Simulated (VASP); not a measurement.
Input of a VASP 6.6.1 run:

The input POSCAR:

```
BaZrO3
1.0
    2.9559015618      1.7065905624      2.4135561838
   -2.9559015618      1.7065905624      2.4135561838
    0.0000000000     -3.4131811248      2.4135561838
Ba Zr O
1 1 3
Direct
    0.0038016312      0.0038016312      0.0038016312
    0.5038283432      0.5038283432      0.5038283432
    0.5038650763      0.5038650763      0.0038398729
    0.0038398729      0.5038650763      0.5038650763
    0.5038650763      0.0038398729      0.5038650763
```

Contents of INCAR.step1:

```
PREC = Accurate
ENCUT = 910
ISMEAR = 0
SIGMA = 0.02
LREAL = F
LASPH = T
NELM = 120
NBANDS = 28
GGA = PE
ALGO = Normal
EDIFF = 1E-5
LWAVE = T
LCHARG = F
GGA_COMPAT = F
```

INCAR.step2

```
PREC = Accurate
ENCUT = 910
EDIFF = 1E-6
ISMEAR = 0
SIGMA = 0.02
LREAL = F
LASPH = T
NELM = 120
ALGO = Normal
ISIF = 2
LWAVE = F
LCHARG = F
METAGGA = R2SCAN
LMIXTAU = T
NBANDS = 28
ISTART = 1
GGA_COMPAT = F
```

The input KPOINTS:

```
Automatic mesh
0
Gamma
  6 6 6
```

Potentials or basis: VASP PAW PBE potentials, release 64 (Ba_sv, Zr_sv, O_h).

The run is started by

```bash
$ cat potpaw_PBE.64/Ba_sv/POTCAR potpaw_PBE.64/Zr_sv/POTCAR potpaw_PBE.64/O_h/POTCAR > POTCAR
$ cp INCAR.step1 INCAR
$ mpirun -np 1 vasp_std > vasp.out
$ cp INCAR.step2 INCAR
$ mpirun -np 1 vasp_std > vasp.out
```

Q: Predict the pressure.

A: 3.8 GPa.

Q: What does it give for the band gap on the k mesh?

A: 3.73 eV (least direct gap 3.96 eV).

Caveat: the cutoff is under 1.25 times the usual one of these potentials, so pressure, stress and relaxed cells hold a basis-set (Pulay) error; the cell stands under pressure; the PAW data sets were made with another functional, which shifts forces and pressure a little; spin-orbit coupling is left out, which moves the levels of the heavy elements. A k mesh can miss the band edges.
